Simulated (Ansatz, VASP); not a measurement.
# Pt: VASP beside Ansatz

The input INCAR:

```
PREC = Accurate
ENCUT = 520
EDIFF = 1E-6
ISMEAR = 0
SIGMA = 0.15
LREAL = F
LASPH = T
NELM = 60
ALGO = Fast
ISIF = 2
LWAVE = F
LCHARG = T
LELF = T
LVHAR = T
NBANDS = 11
```

The input KPOINTS:

```
Automatic mesh
0
Gamma
  20 20 20
```

POSCAR

```
Pt
1.0
    0.0000000000      1.9468328700      2.0149720204
    1.7326812543      0.0000000000      2.0149720204
    1.7326812543      1.9468328700      0.0000000000
Pt
1
Direct
    0.0000000000      0.0000000000      0.0000000000
```

Input for Ansatz:

```yaml
crystal:
  lattice:
    - [0.0, 1.94683287, 2.0149720204]
    - [1.7326812543, 0.0, 2.0149720204]
    - [1.7326812543, 1.94683287, 0.0]
  atoms:
    - { symbol: Pt, position: [0.0, 0.0, 0.0] }
basis:
  ecutwfc: 420
kpoints:
  mp_grid: { grid: [20, 20, 20] }
hamiltonian:
  xc: lda
scf:
  occupations: { method: gaussian, width: 0.15 }
output:
  forces: true
  stress: true
  eigenvalues: true
  write_density: true
  write_potential: true
  elf: true
  volumetric_format: npy
```

Change from the starting cell: normal strain along x -0.1100, normal strain along z +0.0350.

Alike in both runs: task single point; functional LDA; k mesh 20 × 20 × 20; occupations gaussian, width 0.15 eV; no spin polarisation.

```csv
,VASP,Ansatz
version,VASP 6.6.1,Ansatz 0.2.0
potentials or method,"VASP PAW LDA potentials, release 64 (Pt), cutoff 520 eV","scalar-relativistic, plane waves, PAW"
valence electrons in the cell,10,18
```

|  | VASP | Ansatz | Ansatz less VASP |
| --- | --- | --- | --- |
| gap on the k mesh at the Fermi level (eV) | none | none | - |
| pressure (GPa) | 33.7 | 33.3 | -0.45 |
| traceless stress, the component that is largest in VASP (GPa) | -8.69 | -8.65 | +0.037 |

LDA's correlation is that of Perdew and Zunger in VASP and of Perdew and Wang (1992) in Ansatz. A gap of «none» marks a metal or a gap that the smearing closes. Both programs put the cell under a high pressure, so it lies far from rest at this level. VASP's potentials hold 10 valence electrons a cell and Ansatz's 18, so a difference there can come from the potentials and not from the codes.

Spin-orbit coupling is off throughout.
